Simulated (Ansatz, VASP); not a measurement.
## Two plane-wave programs on Si7Ge

```
Ge Si
1.0
     0.00040    5.45958    5.45903
     5.45958    0.00040    5.45903
     5.45998    5.45998    0.00000
Ge Si
2 14
Cartesian
  4.0950 4.0950 4.0945
  6.8250 6.8250 4.0945
  6.8245 4.0955 6.8236
  9.5545 6.8254 6.8236
  4.0955 6.8245 6.8236
  6.8254 9.5545 6.8236
  6.8250 6.8250 9.5531
  9.5550 9.5550 9.5531
  2.7300 2.7300 2.7000
  5.4600 5.4600 2.7000
  5.4750 2.7150 5.4734
  8.2050 5.4449 5.4734
  2.7150 5.4750 5.4734
  5.4449 8.2050 5.4734
  5.4600 5.4600 8.1897
  8.1900 8.1900 8.1897
```

Alike in both runs: task single point; functional PBEsol; k mesh 6 × 6 × 6; occupations gaussian, width 0.02 eV; no spin polarisation.

```csv
,VASP,Ansatz
version,VASP 6.6.1,Ansatz 0.2.0
potentials or method,"VASP PAW PBE potentials, release 64 (Ge_d, Si), cutoff 520 eV","scalar-relativistic, plane waves, PAW"
valence electrons in the cell,84,84
```

Ansatz gave:

| Item | Value |
| --- | --- |
| gap on the k mesh at the Fermi level (eV) | 0.37 |
| least direct gap on the mesh (eV) | 0.37 |
| pressure (GPa) | 0.0 |
| rms of the force components (eV/Å) | 0.002 |

Task: Which values does VASP return?

Result: gap on the k mesh at the Fermi level (eV): 0.37; least direct gap on the mesh (eV): 0.37; pressure (GPa): 0.1; rms of the force components (eV/Å): 0.004.

VASP's potentials were made for PBE, not for PBEsol. Atom by atom the forces differ by 0.004 eV/Å (rms over components).
